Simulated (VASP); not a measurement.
A run of VASP 6.6.1 is set up as follows.

Contents of POSCAR:

```
MnPb3O8
1.0
    4.9568000000      0.0000000000      0.0000000000
    0.0000000000      4.9568000000      0.0000000000
    0.0000000000      0.0000000000      6.7732000000
Pb Mn O
3 1 8
Direct
    0.0000000000      0.0000000000      0.0000000000
    0.5000000000      0.5000000000      0.2500000000
    0.5000000000      0.5000000000      0.7500000000
    0.0000000000      0.0000000000      0.5000000000
    0.3090000000      0.3090000000      0.0000000000
    0.3090000000      0.3090000000      0.5000000000
    0.1910000000      0.8090000000      0.2500000000
    0.1910000000      0.8090000000      0.7500000000
    0.6910000000      0.6910000000      0.0000000000
    0.6910000000      0.6910000000      0.5000000000
    0.8090000000      0.1910000000      0.2500000000
    0.8090000000      0.1910000000      0.7500000000
```

The input INCAR.step1:

```
SYSTEM = MnPb3O8
PREC = Accurate
ENCUT = 520
ISMEAR = 0
SIGMA = 0.05
LREAL = .False.
LASPH = .True.
NELM = 60
NBANDS = 64
GGA = PE
ALGO = Normal
EDIFF = 1E-4
LWAVE = .True.
LCHARG = .False.
```

The input INCAR.step2:

```
SYSTEM = MnPb3O8
PREC = Accurate
ENCUT = 520
EDIFF = 1E-6
ISMEAR = 0
SIGMA = 0.05
LREAL = .False.
LASPH = .True.
NELM = 60
ALGO = Normal
ISIF = 2
LWAVE = .False.
LCHARG = .False.
METAGGA = R2SCAN
LMIXTAU = .True.
NBANDS = 64
ISTART = 1
```

KPOINTS

```
Automatic mesh
0
Gamma
  3 3 2
  0 0 0
```

Potentials or basis: VASP PAW PBE potentials, release 64 (Pb_d, Mn_pv, O).

The run is started by

```bash
$ cat potpaw_PBE.64/Pb_d/POTCAR potpaw_PBE.64/Mn_pv/POTCAR potpaw_PBE.64/O/POTCAR > POTCAR
$ cp INCAR.step1 INCAR
$ mpirun -np 1 vasp_std > vasp.out
$ cp INCAR.step2 INCAR
$ mpirun -np 1 vasp_std > vasp.out
```

Question: Predict the band gap on the k mesh.

Answer: Zero (an odd number of electrons rules out a gap without spin polarisation).

Question: Predict the pressure.

Answer: -8.7 GPa.

Question: Predict the largest force.

Answer: 3.102 eV/Å.

Stress tensor (GPa, compression positive):
```
-8.09 -1.47  0.00
-1.47 -8.09  0.00
 0.00  0.00 -9.85
```

Caveat: the k points lie up to 0.46 Å⁻¹ apart, too coarse for converged energies and pressures of a metal; the PAW data sets were made with another functional, which shifts forces and pressure a little; spin-orbit coupling is left out, which moves the levels of the heavy elements; an odd number of electrons without spin polarisation forces a metal; a magnetic or distorted state may lie lower; the run has no spin polarisation, though such a crystal can be magnetic; semilocal functionals often make such compounds metallic where correlation or magnetic order opens a gap, which also shifts bond lengths. Spin polarisation is off, so any magnetic state and its effect on volume and gap are missing.
